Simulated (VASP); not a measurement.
Input of a VASP 6.6.1 run:

INCAR

```
SYSTEM = ZnO
PREC = Accurate
ENCUT = 520
EDIFF = 1E-7
ISMEAR = 0
SIGMA = 0.05
LREAL = .False.
LASPH = .True.
NELM = 100
ALGO = Normal
ISIF = 2
LWAVE = .False.
LCHARG = .False.
GGA = PS
NBANDS = 26
```

Contents of KPOINTS:

```
regular mesh
0
Gamma
  9 9 6
  0 0 0
```

POSCAR

```
ZnO
1.0
    3.1754479730      0.0000000000      0.0000000000
   -1.5877239865      2.7500186130      0.0000000000
    0.0000000000      0.0000000000      5.3992141884
Zn O
2 2
Direct
    0.3333333333      0.6666666667      0.0015754469
    0.6666666667      0.3333333333      0.5015754469
    0.3333333333      0.6666666667      0.3503636909
    0.6666666667      0.3333333333      0.8503636909
```

Potentials or basis: VASP PAW PBE potentials, release 64 (Zn, O).

The run is started by

```sh
$ cat potpaw_PBE.64/Zn/POTCAR potpaw_PBE.64/O/POTCAR > POTCAR
$ mpirun -np 1 vasp_std > vasp.out
```

Q: What does it give for the band gap on the k mesh?

A: 0.68 eV, direct.

Q: What does it give for the pressure?

A: 0.7 GPa.

Q: What does it give for the largest force?

A: 0.884 eV/Å.

Stress tensor (GPa, compression positive):
```
-0.75  0.00  0.00
 0.00 -0.75  0.00
 0.00  0.00  3.65
```

Caveat: the PAW data sets were made with another functional, which shifts forces and pressure a little.
